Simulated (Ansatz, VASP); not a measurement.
In2O3: VASP beside Ansatz

Contents of INCAR:

```
  PREC = Accurate
  ENCUT = 520
  EDIFF = 1E-6
  ISMEAR = 0
  SIGMA = 0.01
  LREAL = False
  LASPH = True
  NELM = 80
  ALGO = Normal
  ISIF = 2
  LWAVE = False
  LCHARG = True
  GGA = PE
  LELF = True
  LVHAR = True
  NBANDS = 55
```

The input KPOINTS:

```
Automatic mesh
0
Gamma
  4 4 4
```

POSCAR

```
In2O3
1.0
    2.7594869740      1.5931905473      4.8689642386
   -2.7594869740      1.5931905473      4.8689642386
    0.0000000000     -3.1863810945      4.8689642386
In O
4 6
Direct
    0.3572103735      0.3572103735      0.3572103735
    0.1427896265      0.1427896265      0.1427896265
    0.6427896265      0.6427896265      0.6427896265
    0.8572103735      0.8572103735      0.8572103735
    0.5465459606      0.9534540394      0.2500000000
    0.2500000000      0.5465459606      0.9534540394
    0.9534540394      0.2500000000      0.5465459606
    0.4534540394      0.0465459606      0.7500000000
    0.7500000000      0.4534540394      0.0465459606
    0.0465459606      0.7500000000      0.4534540394
```

Input for Ansatz:

```yaml
crystal:
  lattice:
    - [2.759486974, 1.5931905473, 4.8689642386]
    - [-2.759486974, 1.5931905473, 4.8689642386]
    - [0.0, -3.1863810945, 4.8689642386]
  atoms:
    - { symbol: In, position: [0.3572103735, 0.3572103735, 0.3572103735] }
    - { symbol: In, position: [0.1427896265, 0.1427896265, 0.1427896265] }
    - { symbol: In, position: [0.6427896265, 0.6427896265, 0.6427896265] }
    - { symbol: In, position: [0.8572103735, 0.8572103735, 0.8572103735] }
    - { symbol: O, position: [0.5465459606, 0.9534540394, 0.25] }
    - { symbol: O, position: [0.25, 0.5465459606, 0.9534540394] }
    - { symbol: O, position: [0.9534540394, 0.25, 0.5465459606] }
    - { symbol: O, position: [0.4534540394, 0.0465459606, 0.75] }
    - { symbol: O, position: [0.75, 0.4534540394, 0.0465459606] }
    - { symbol: O, position: [0.0465459606, 0.75, 0.4534540394] }
kpoints:
  mp_grid: { grid: [4, 4, 4] }
hamiltonian:
  xc: pbe
scf:
  occupations: { method: fixed }
  n_extra_bands: 6
output:
  forces: true
  stress: true
  eigenvalues: true
```

Alike in both runs: task single point; functional PBE; k mesh 4 × 4 × 4; no spin polarisation.

|  | VASP | Ansatz |
| --- | --- | --- |
| version | VASP 6.6.1 | Ansatz 0.2.0 |
| potentials or method | VASP PAW PBE potentials, release 64 (In_d, O) | plane waves, PAW |
| plane-wave cutoff (eV) | 520 | 420 |
| occupations | gaussian, width 0.01 eV | fixed |
| valence electrons in the cell | 88 | 88 |

Ansatz gave:

- gap on the k mesh at the Fermi level (eV): 1.18
- pressure (GPa): 5.1
- traceless stress, the component that is largest in VASP (GPa): -0.49
- rms of the force components (eV/Å): 0.020

Q: What did VASP give for the same quantities?

A: gap on the k mesh at the Fermi level (eV): 1.17; pressure (GPa): 5.5; traceless stress, the component that is largest in VASP (GPa): -0.61; rms of the force components (eV/Å): 0.017.

Atom by atom the forces differ by 0.006 eV/Å (rms over components).
